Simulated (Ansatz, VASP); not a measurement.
## Two plane-wave programs on MnO

```
CELL_PARAMETERS angstrom
0.00000 2.19296 2.19296
2.19296 0.00000 2.19296
2.19296 2.19296 0.00000
ATOMIC_POSITIONS crystal
Mn 0.00000 0.00000 0.00000
O 0.50000 0.50000 0.50000
```

Alike in both runs: task single point; functional PBE; k mesh 10 × 10 × 10; occupations fermi-dirac, width 0.05 eV; collinear spin; Hubbard terms Mn d U = 3.5 eV.

|  | VASP | Ansatz |
| --- | --- | --- |
| version | VASP 6.6.1 | Ansatz 0.2.0 |
| potentials or method | VASP PAW PBE potentials, release 64 (Mn_pv, O), cutoff 520 eV | plane waves, PAW |
| valence electrons in the cell | 19 | 21 |

|  | VASP | Ansatz | Ansatz less VASP |
| --- | --- | --- | --- |
| pressure (GPa) | 15.3 | 16.9 | +1.57 |
| net moment per atom (μB) | 2.50 | 2.50 | 0.000 |
| size of the moment on the site where the two differ most (μB) | 4.60 | 4.24 | -0.365 |

Site moments also hang on the region over which each program counts them. The programs project onto different local orbitals, so the same U acts differently, and such runs can settle in different states. VASP's potentials hold 19 valence electrons a cell and Ansatz's 21, so a difference there can come from the potentials and not from the codes. Ansatz's warnings: filled band counts differ across k points.
